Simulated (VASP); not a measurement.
Crystal: MoS2.

```
Mo S
1.0
     3.17096    0.00000    0.00000
    -1.58548    2.74613    0.00000
     0.00000    0.00000    6.81004
Mo S
1 2
Direct
  0.00000 0.00000 0.00000
  0.33333 0.66667 0.22853
  0.33333 0.66667 0.77147
```

Base run:

| Item | Value |
| --- | --- |
| Program | VASP 6.6.1 |
| Functional | r2SCAN |
| Potentials or basis | VASP PAW PBE potentials, release 64 (Mo_sv, S) |
| Cutoff | 520 eV |
| k mesh | 12 × 12 × 4 |
| Occupations | gaussian, width 0.01 eV |
| Spin | no spin polarisation |

Its results: band gap on the k mesh 1.36 eV, indirect (least direct gap 1.80 eV); pressure 1.0 GPa; largest force 0.038 eV/Å.

**Question.** The run is repeated on the same cell with these changes: functional from r2SCAN to PBE; occupations from gaussian, width 0.01 eV to fermi-dirac, width 0.02 eV. What comes out?

**Answer.** Band gap on the k mesh 1.28 eV, indirect (least direct gap 1.69 eV); pressure 2.0 GPa; largest force 0.124 eV/Å.

Caveats: the PAW data sets were made with another functional, which shifts forces and pressure a little (some runs); this functional lacks dispersion, which binds the layers, so the pressure and a relaxed spacing across them are unreliable (some runs).

A k mesh can miss the band edges.
